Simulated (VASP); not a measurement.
# GaN (Fm-3m) in VASP: further runs

GaN is run at these levels: PBE, r2SCAN, HSE06; tasks: single point.

Program: VASP 6.6.1. These are calculated values, not measurements. Logs are shortened: lines on timing, memory, paths and dates and some standing lists are left out, and cuts for length are marked.

## Step 1: The cell of the first run

Symmetry: Fm-3m, No. 225, cubic system. Conventional cell: a = 4.217 Å, b = 4.217 Å, c = 4.217 Å, α = 90.00°, β = 90.00°, γ = 90.00°. Ga (site symmetry m-3m) has 6 N at 2.11 Å within 2.8 Å. Within 2.8 Å of N (site symmetry m-3m) lie 6 Ga at 2.11 Å.

## Step 2: Single point, PBE

Contents of INCAR:

```
  ALGO = Normal
  EDIFF = 1E-7
  ENCUT = 520
  GGA = PE
  ISIF = 2
  ISMEAR = -1
  LASPH = T
  LCHARG = F
  LREAL = F
  LWAVE = F
  NBANDS = 16
  NELM = 60
  PREC = Accurate
  SIGMA = 0.001
```

Contents of KPOINTS:

```
k-points
0
Gamma
  8 8 8
```

Contents of POSCAR:

```
GaN
1.0
    0.0000000000      2.1085153689      2.1085153689
    2.1085153689      0.0000000000      2.1085153689
    2.1085153689      2.1085153689      0.0000000000
Ga N
1 1
Direct
    0.5000000000      0.5000000000      0.5000000000
    0.0000000000      0.0000000000      0.0000000000
```

Potentials or basis: VASP PAW PBE potentials, release 64 (Ga_d, N).

Launch:

```console
$ cat potpaw_PBE.64/Ga_d/POTCAR potpaw_PBE.64/N/POTCAR > POTCAR
$ mpirun -np 1 vasp_std > vasp.out
```

OUTCAR:

```text
EDIFF = 1E-7
   ENCUT = 520
   GGA = PE
   ISIF = 2
   ISMEAR = -1
   LASPH = T
   LREAL = F
   NELM = 60
   PREC = Accurate

 ion  position               nearest neighbor table
   1  0.500  0.500  0.500-   2 2.11   2 2.11   2 2.11   2 2.11   2 2.11   2 2.11
   2  0.000  0.000  0.000-   1 2.11   1 2.11   1 2.11   1 2.11   1 2.11   1 2.11

  LATTYP: Found a face centered cubic cell.
 ALAT       =     4.2170307378

  Lattice vectors:

 A1 = (   0.0000000000,   2.1085153689,   2.1085153689)
 A2 = (   2.1085153689,   0.0000000000,   2.1085153689)
 A3 = (   2.1085153689,   2.1085153689,   0.0000000000)

Analysis of symmetry for initial positions (statically):
=====================================================================
 Subroutine PRICEL returns:
 Original cell was already a primitive cell.

 Routine SETGRP: Setting up the symmetry group for a
 face centered cubic supercell.

 Subroutine GETGRP returns: Found 48 space group operations
 (whereof 48 operations were pure point group operations)
 out of a pool of 48 trial point group operations.

The static configuration has the point symmetry O_h .

Analysis of symmetry for dynamics (positions and initial velocities):
=====================================================================
 Subroutine PRICEL returns:
 Original cell was already a primitive cell.

 Routine SETGRP: Setting up the symmetry group for a
 face centered cubic supercell.

 Subroutine GETGRP returns: Found 48 space group operations
 (whereof 48 operations were pure point group operations)
 out of a pool of 48 trial point group operations.

The dynamic configuration has the point symmetry O_h .

 Subroutine INISYM returns: Found 48 space group operations
 (whereof 48 operations are pure point group operations),
 and found     1 'primitive' translations

----------------------------------------------------------------------------------------

                                     Primitive cell

  volume of cell :      18.7482

  direct lattice vectors                    reciprocal lattice vectors
     0.000000000  2.108515369  2.108515369    -0.237133676  0.237133676  0.237133676
     2.108515369  0.000000000  2.108515369     0.237133676 -0.237133676  0.237133676
     2.108515369  2.108515369  0.000000000     0.237133676  0.237133676 -0.237133676

  length of vectors
     2.981891031  2.981891031  2.981891031     0.410727575  0.410727575  0.410727575

  position of ions in fractional coordinates (direct lattice)
     0.500000000  0.500000000  0.500000000
     0.000000000  0.000000000  0.000000000

  ion indices of the primitive-cell ions
   primitive index   ion index
                 1           1
                 2           2

----------------------------------------------------------------------------------------

 KPOINTS: k-points

Automatic generation of k-mesh.
 Grid dimensions read from file:
 generate k-points for:    8    8    8

 Generating k-lattice:

  Cartesian coordinates                     Fractional coordinates (reciprocal lattice)
    -0.029641709  0.029641709  0.029641709     0.125000000  0.000000000  0.000000000
     0.029641709 -0.029641709  0.029641709     0.000000000  0.125000000  0.000000000
     0.029641709  0.029641709 -0.029641709     0.000000000  0.000000000  0.125000000

  Length of vectors
     0.051340947  0.051340947  0.051340947

  Shift w.r.t. Gamma in fractional coordinates (k-lattice)
     0.000000000  0.000000000  0.000000000

 Subroutine IBZKPT returns following result:
 ===========================================

 Found     29 irreducible k-points:

 Following reciprocal coordinates:
            Coordinates               Weight
  0.000000  0.000000  0.000000      1.000000
  0.125000  0.000000  0.000000      8.000000
  0.250000  0.000000  0.000000      8.000000
  0.375000  0.000000  0.000000      8.000000
  0.500000  0.000000  0.000000      4.000000
  0.125000  0.125000  0.000000      6.000000
[... 16 lines left out ...]
  0.500000  0.250000  0.125000     48.000000
 -0.375000  0.250000  0.125000     24.000000
 [... further k-points ...]
   k-points           NKPTS =     29   k-points in BZ     NKDIM =     29   number of bands    NBANDS=     16
   number of dos      NEDOS =    301   number of ions     NIONS =      2
   total plane-waves  NPLWV =  13824
   dimension x,y,z NGX =    24 NGY =   24 NGZ =   24
   dimension x,y,z NGXF=    48 NGYF=   48 NGZF=   48
   ions per type =               1   1
   NGX,Y,Z   is equivalent  to a cutoff of  13.38, 13.38, 13.38 a.u.
   NGXF,Y,Z  is equivalent  to a cutoff of  26.76, 26.76, 26.76 a.u.
 SYSTEM =  unknown system
   PREC   = accura    normal or accurate (medium, high low for compatibility)
   ISTART =      0    job   : 0-new  1-cont  2-samecut
   ICHARG =      2    charge: 1-file 2-atom 10-const
   ISPIN  =      1    spin polarized calculation?
   LNONCOLLINEAR =      F non collinear calculations
   LSORBIT =      F    spin-orbit coupling
   LASPH  =      T    aspherical Exc in radial PAW
   ENCUT  =  520.0 eV  38.22 Ry    6.18 a.u.   5.54  5.54  5.54*2*pi/ulx,y,z
   NELM   =     60;   NELMIN=  2; NELMDL= -5     # of ELM steps
   EDIFF  = 0.1E-06   stopping-criterion for ELM
   LREAL  =      F    real-space projection
   EDIFFG = 0.1E-05   stopping-criterion for IOM
   NSW    =      0    number of steps for IOM
   IBRION =     -1    ionic relax: 0-MD 1-quasi-New 2-CG
   NFREE  =      0    steps in history (QN), initial steepest desc. (CG)
   ISIF   =      2    stress and relaxation
   ISYM   =      2    0-nonsym 1-usesym 2-fastsym
   POTIM  = 0.5000    time-step for ionic-motion
   TEBEG  =    0.0;   TEEND  =   0.0 temperature during run
   PSTRESS=    0.0 pullay stress
   NELECT =      18.0000    total number of electrons
   NUPDOWN=      -1.0000    fix difference up-down
   EMIN   =  10.00;   EMAX   =-10.00  energy-range for DOS
   EFERMI =   0.00;   METHOD = LEGACY
   ISMEAR =    -1;   SIGMA  =   0.00  broadening in eV -4-tet -1-fermi 0-gaus
   EFERMI_NEDOS =   21; number of points for ismear=-14 and -15
   IALGO  =     38    algorithm
   IMIX   =      4    mixing-type and parameters
     AMIX     =   0.40;   BMIX     =  1.00
     AMIX_MAG =   1.60;   BMIX_MAG =  1.00
  volume/ion in A,a.u.               =       9.37        63.26
  Fermi-wavevector in a.u.,A,eV,Ry     =   1.615024  3.051952 35.488097  2.608302
  Thomas-Fermi vector in A             =   2.709838
   LORBIT       =      0    0 simple, 1 ext, 2 COOP (PROOUT), +10 PAW based schemes
   GGA     = PE    functional components
   LHFCALC =     F    Hartree Fock is set to
   AEXX    =    0.0000 exact exchange contribution
   IVDW    =     0    specifies the selected vdW correction
   LEPSILON=     F    determine dielectric tensor
   LRPA    =     F    only Hartree local field effects (RPA)
 non-spin polarized calculation
  energy-cutoff  :      520.00
  volume of cell :       18.75
 maximum number of plane-waves:       531
 NGX is ok and might be reduce to    24
   NGX = 11   NGY = 11   NGZ = 11

 number of electron      18.0000008 magnetization

 Free energy of the ion-electron system (eV)
  ---------------------------------------------------
  ext. energy  EPLUGINS =         0.00000000
  ---------------------------------------------------
  free energy    TOTEN  =       -11.18383231 eV

  energy without entropy =      -11.18383231  energy(sigma->0) =      -11.18383231

 E-fermi :   8.0192     XC(G=0): -13.1183

 val. band max:        7.9674327533   @ k =  -0.2500   0.1250   0.0000
 cond. band min:       8.6187839480   @ k =   0.5000   0.5000   0.0000
 fundamental gap:      0.6513511947
 Fermi energy:         8.0192090197

 k-point     1 :       0.0000    0.0000    0.0000
  band No.  band energies     occupation
      1      -9.3864      2.00000
      2      -6.0036      2.00000
      3      -6.0036      2.00000
      4      -6.0036      2.00000
      5      -5.9076      2.00000
      6      -5.9076      2.00000
[... 8 lines left out ...]
     15      23.9035      0.00000
     16      23.9035      0.00000

 k-point     2 :       0.1250    0.0000    0.0000
  band No.  band energies     occupation
      1      -9.0813      2.00000
      2      -6.0159      2.00000
      3      -5.9931      2.00000
      4      -5.9931      2.00000
      5      -5.9230      2.00000
      6      -5.9230      2.00000
[... 8 lines left out ...]
     15      24.1908      0.00000
     16      24.1908      0.00000

 k-point     3 :       0.2500    0.0000    0.0000
  band No.  band energies     occupation
      1      -8.2189      2.00000
      2      -6.0510      2.00000
      3      -6.0510      2.00000
      4      -6.0458      2.00000
      5      -5.8753      2.00000
      6      -5.8753      2.00000
[... 8 lines left out ...]
     15      25.9035      0.00000
     16      25.9035      0.00000

 k-point     4 :       0.3750    0.0000    0.0000
  band No.  band energies     occupation
      1      -7.0336      2.00000
      2      -6.1315      2.00000
      3      -6.1315      2.00000
      4      -6.0838      2.00000
      5      -5.8029      2.00000
      6      -5.8029      2.00000
[... 8 lines left out ...]
     15      28.6340      0.00000
     16      28.6340      0.00000
[... 324 lines left out ...]
 k-point    22 :       0.3750    0.2500    0.1250
  band No.  band energies     occupation
      1      -7.7867      2.00000
      2      -6.0726      2.00000
      3      -6.0194      2.00000
      4      -5.9536      2.00000
      5      -5.8759      2.00000
      6      -5.6293      2.00000
[... 8 lines left out ...]
     15      29.3148      0.00000
     16      29.6878      0.00000

 k-point    23 :       0.5000    0.2500    0.1250
  band No.  band energies     occupation
      1      -7.2885      2.00000
      2      -6.0943      2.00000
      3      -6.0346      2.00000
      4      -5.9598      2.00000
      5      -5.7998      2.00000
      6      -5.0081      2.00000
[... 8 lines left out ...]
     15      29.2878      0.00000
     16      30.8082      0.00000

 k-point    24 :      -0.3750    0.2500    0.1250
  band No.  band energies     occupation
      1      -7.1372      2.00000
      2      -6.1219      2.00000
      3      -6.0359      2.00000
      4      -5.9541      2.00000
      5      -5.7681      2.00000
      6      -4.4736      2.00000
[... 8 lines left out ...]
     15      27.0269      0.00000
     16      31.7022      0.00000

 [... further k-points ...]
[... 5 lines left out ...]
  --------------------------------------------------------------------------------------
  -------------------------------------------------------------------------------------
  Total        1.0597070      1.0597070      1.0597070      0.0000000      0.0000000      0.0000000
  in kB       90.5599317     90.5599317     90.5599317      0.0000000      0.0000000      0.0000000
  external PRESSURE =      90.5599317 kB  Pullay stress =       0.0000000 kB

 VOLUME and BASIS-vectors are now :
 -----------------------------------------------------------------------------
  energy-cutoff  :      520.00
  volume of cell :       18.75
      direct lattice vectors                 reciprocal lattice vectors
     0.000000000  2.108515369  2.108515369    -0.237133676  0.237133676  0.237133676
     2.108515369  0.000000000  2.108515369     0.237133676 -0.237133676  0.237133676
     2.108515369  2.108515369  0.000000000     0.237133676  0.237133676 -0.237133676

 POSITION                                       TOTAL-FORCE (eV/Angst)
 -----------------------------------------------------------------------------------
      2.10852      2.10852      2.10852         0.000000     -0.000000      0.000000
      0.00000      0.00000      0.00000        -0.000000      0.000000     -0.000000
 -----------------------------------------------------------------------------------
    total drift:                                0.000000     -0.000000      0.000000

  FREE ENERGIE OF THE ION-ELECTRON SYSTEM (eV)
  ---------------------------------------------------
  free  energy   TOTEN  =       -11.1838323114 eV

  energy  without entropy=      -11.1838323114  energy(sigma->0) =      -11.18383231
```

Run time: 7.4 s. Hardware: 1 thread of Intel Xeon Platinum 8375C at 2.90GHz (Ice Lake), shared host; peak memory 0.13 GiB.

Results:

| Item | Value |
| --- | --- |
| Free energy | -11.1838 eV |
| Pressure | 9.1 GPa |
| Band gap on the k mesh | 0.65 eV, indirect (least direct gap 2.83 eV) |

## Step 3: Single point, r2SCAN

POSCAR is that of step 2.

Contents of INCAR.step1:

```
SYSTEM = GaN
PREC = Accurate
ENCUT = 520
ISMEAR = 0
SIGMA = 0.01
LREAL = .False.
LASPH = .True.
NELM = 60
NBANDS = 16
GGA = PE
ALGO = Normal
EDIFF = 1E-4
LWAVE = .True.
LCHARG = .False.
```

Contents of INCAR.step2:

```
SYSTEM = GaN
PREC = Accurate
ENCUT = 520
EDIFF = 1E-6
ISMEAR = 0
SIGMA = 0.01
LREAL = .False.
LASPH = .True.
NELM = 60
ALGO = Normal
ISIF = 2
LWAVE = .False.
LCHARG = .False.
METAGGA = R2SCAN
LMIXTAU = .True.
NBANDS = 16
ISTART = 1
```

Contents of KPOINTS:

```
Automatic mesh
0
Gamma
  8 8 8
  0 0 0
```

Potentials or basis: VASP PAW PBE potentials, release 64 (Ga_d, N).

Launch:

```console
$ cat potpaw_PBE.64/Ga_d/POTCAR potpaw_PBE.64/N/POTCAR > POTCAR
$ cp INCAR.step1 INCAR
$ mpirun -np 1 vasp_std > vasp.out
$ cp INCAR.step2 INCAR
$ mpirun -np 1 vasp_std > vasp.out
```

Run time: 33 s. Hardware: 1 thread of Intel Xeon Platinum 8375C at 2.90GHz (Ice Lake), shared host; peak memory 0.14 GiB.

Results (log left out):

```
Free energy            : -20.9750 eV
Pressure               : 1.3 GPa
Band gap on the k mesh : 1.17 eV, indirect (least direct gap 3.41 eV)
```

Levels at points of the mesh, in eV from the valence-band top:
```csv
k point,band 6,band 7,band 8,band 9,band 10,band 11,band 12,band 13
"(0.00, 0.00, 0.00)",-14.30,-0.51,-0.51,-0.51,2.89,15.51,15.51,15.51
"(0.50, 0.00, 0.00)",-14.14,-8.37,-0.16,-0.16,5.42,9.87,9.87,10.43
"(0.50, 0.50, 0.00)",-11.52,-7.26,-3.13,-3.13,1.17,8.52,13.15,15.77
```

Caveat: the PAW data sets were made with another functional, which shifts forces and pressure a little.

## Step 4: Single point, HSE06

POSCAR is that of step 3.

Contents of INCAR.step1:

```
SYSTEM = GaN
PREC = Accurate
ENCUT = 520
EDIFF = 1E-5
ISMEAR = 0
SIGMA = 0.01
LREAL = .FALSE.
LASPH = .TRUE.
NELM = 80
ALGO = Normal
ISIF = 2
LWAVE = .TRUE.
LCHARG = .FALSE.
NBANDS = 16
GGA = PE
```

Contents of INCAR.step2:

```
SYSTEM = GaN
PREC = Accurate
ENCUT = 520
EDIFF = 1E-6
ISMEAR = 0
SIGMA = 0.01
LREAL = .FALSE.
LASPH = .TRUE.
NELM = 80
ALGO = Normal
ISIF = 2
LWAVE = .FALSE.
LCHARG = .FALSE.
GGA = PE
LHFCALC = .TRUE.
HFSCREEN = 0.2079
PRECFOCK = Normal
NBANDS = 16
ISTART = 1
```

Contents of KPOINTS:

```
regular mesh
0
G
  4 4 4
  0 0 0
```

Launch:

```console
$ cat potpaw_PBE.64/Ga_d/POTCAR potpaw_PBE.64/N/POTCAR > POTCAR
$ cp INCAR.step1 INCAR
$ mpirun -np 1 vasp_std > vasp.out
$ cp INCAR.step2 INCAR
$ mpirun -np 1 vasp_std > vasp.out
```

Wall time 6.6 min (1 thread of Intel Xeon Platinum 8375C at 2.90GHz (Ice Lake), shared host); peak memory 0.24 GiB.

It converged, with:

```
Free energy            : -13.6738 eV
Pressure               : -0.9 GPa
Band gap on the k mesh : 2.10 eV, indirect (least direct gap 4.20 eV)
```

Levels at points of the mesh, in eV from the valence-band top:
| k point | band 6 | band 7 | band 8 | band 9 | band 10 | band 11 | band 12 | band 13 |
| --- | --- | --- | --- | --- | --- | --- | --- | --- |
| (0.00, 0.00, 0.00) | -16.08 | -0.31 | -0.31 | -0.31 | 3.89 | 16.36 | 16.36 | 16.36 |
| (0.50, 0.00, 0.00) | -15.44 | -8.77 | 0.00 | 0.00 | 6.19 | 10.82 | 10.82 | 11.84 |
| (0.50, 0.50, 0.00) | -12.41 | -7.57 | -3.10 | -3.10 | 2.10 | 9.14 | 14.29 | 16.96 |

Caveat: the k points lie up to 0.65 Å⁻¹ apart; the PAW data sets were made with another functional, which shifts forces and pressure a little. A k mesh can miss the band edges.

## Step 5: Single point, PBE

Contents of INCAR:

```
SYSTEM = GaN
PREC     = Accurate       ! precision mode
ENCUT    = 600            ! plane-wave cutoff, eV
EDIFF    = 1E-6           ! SCF threshold, eV
ISMEAR   = 0              ! smearing method
SIGMA    = 0.01           ! smearing width, eV
LREAL    = .FALSE.        ! projectors in reciprocal space
LASPH    = .TRUE.         ! aspherical terms in the spheres
NELM     = 120            ! most SCF steps
ALGO     = Normal         ! electronic algorithm
ISIF     = 2              ! what is computed and relaxed
LWAVE    = .FALSE.        ! write WAVECAR
LCHARG   = .FALSE.        ! write CHGCAR
GGA      = PE             ! functional
NBANDS   = 16             ! bands
GGA_COMPAT= .FALSE.
```

Contents of KPOINTS:

```
Automatic mesh
0
G
  5 5 5
  0 0 0
```

POSCAR is that of step 4.

Launch:

```console
$ cat potpaw_PBE.64/Ga_d/POTCAR potpaw_PBE.64/N/POTCAR > POTCAR
$ mpirun -np 1 vasp_std > vasp.out
```

Run time: 9.7 s. Hardware: 1 thread of Intel Xeon 8259CL, shared host; peak memory 0.13 GiB.

It converged, with:

```yaml
Free_energy: -11.1469 eV
Pressure: 8.6 GPa
Band_gap_on_the_k_mesh: 1.36 eV, indirect (least direct gap 2.82 eV)
```

Levels at points of the mesh, in eV from the valence-band top:
| k point | band 5 | band 6 | band 7 | band 8 | band 9 | band 10 | band 11 | band 12 | band 13 | band 14 |
| --- | --- | --- | --- | --- | --- | --- | --- | --- | --- | --- |
| (0.00, 0.00, 0.00) | -13.91 | -13.91 | -0.49 | -0.49 | -0.49 | 2.33 | 14.76 | 14.76 | 14.76 | 15.91 |

Caveat: the k points lie up to 0.52 Å⁻¹ apart. A k mesh can miss the band edges.

## Step 6: Single point, PBE

Contents of INCAR:

```
ALGO = Normal
EDIFF = 1E-6
ENCUT = 600
GGA = PE
GGA_COMPAT = False
ISIF = 2
ISMEAR = 0
LASPH = True
LCHARG = True
LELF = True
LREAL = False
LVHAR = True
LWAVE = False
NBANDS = 16
NELM = 120
PREC = Accurate
SIGMA = 0.5
```

Contents of KPOINTS:

```
k-points
0
Gamma
  8 8 8
```

POSCAR is that of step 5.

Potentials or basis: VASP PAW PBE potentials, release 64 (Ga_d, N).

Launch:

```console
$ cat potpaw_PBE.64/Ga_d/POTCAR potpaw_PBE.64/N/POTCAR > POTCAR
$ mpirun -np 1 vasp_std > vasp.out
```

It took 16 s on 1 thread of Intel Xeon 8259CL, shared host; peak memory 0.14 GiB.

It converged, with:

* Free energy: -11.1880 eV
* Pressure: 9.2 GPa
* Band gap on the k mesh: 0.66 eV, indirect (least direct gap 2.84 eV)

Levels at points of the mesh, in eV from the valence-band top:
```tsv
k point	band 6	band 7	band 8	band 9	band 10	band 11	band 12	band 13
(0.00, 0.00, 0.00)	-13.86	-0.50	-0.50	-0.50	2.34	14.79	14.79	14.79
(0.50, 0.00, 0.00)	-13.72	-8.26	-0.15	-0.15	4.75	9.16	9.16	9.52
(0.50, 0.50, 0.00)	-10.95	-7.15	-3.05	-3.05	0.66	7.86	12.01	14.61
```

A k mesh can miss the band edges. As with any semilocal functional, this PBE gap is likely too small.

## Step 7: Overview

| level | k mesh | cutoff (eV) | smearing | grid for exact exchange (PRECFOCK) | screening parameter | gap on the mesh (eV) | pressure (GPa) |
| --- | --- | --- | --- | --- | --- | --- | --- |
| PBE | 8 × 8 × 8 | 520 | fermi-dirac 0.001 eV | - | - | 0.65 | 9.1 |
| r2SCAN | 8 × 8 × 8 | 520 | gaussian 0.01 eV | - | - | 1.17 | 1.3 |
| HSE06 | 4 × 4 × 4 | 520 | gaussian 0.01 eV | Normal | 0.2079 1/Å | 2.10 | -0.9 |
| PBE | 5 × 5 × 5 | 600 | gaussian 0.01 eV | - | - | 1.36 | 8.6 |
| PBE | 8 × 8 × 8 | 600 | gaussian 0.5 eV | - | - | 0.66 | 9.2 |

Alike in all rows: task single point; potentials or basis VASP PAW PBE potentials, release 64 (Ga_d, N); no spin polarisation; cell as given.

Caveats: some runs use coarse meshes; the PAW data sets were made with another functional, which shifts forces and pressure a little (some runs).

Absolute energies hang on the potentials; compare differences alone.
